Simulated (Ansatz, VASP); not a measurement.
# Two plane-wave programs on GaN

```
CELL_PARAMETERS angstrom
0.00000 1.99697 2.10852
2.10852 0.00000 2.10852
2.10852 1.99697 0.00000
ATOMIC_POSITIONS crystal
Ga 0.50000 0.50000 0.50000
N 0.00000 0.00000 0.00000
```

Change from the starting cell: uniaxial_y strain -5.3%.

Alike in both runs: task single point; functional PBE; k mesh 10 × 10 × 10; occupations fermi-dirac, width 0.02 eV; no spin polarisation.

```csv
,VASP,Ansatz
version,VASP 6.6.1,Ansatz 0.2.0
potentials or method,"VASP PAW PBE potentials, release 64 (Ga_d, N)","plane waves, PAW"
plane-wave cutoff (eV),520,420
valence electrons in the cell,18,18
```

|  | VASP | Ansatz | Ansatz less VASP |
| --- | --- | --- | --- |
| pressure (GPa) | 25.7 | 24.8 | -0.93 |
| traceless stress, the component that is largest in VASP (GPa) | 10.84 | 10.91 | +0.062 |
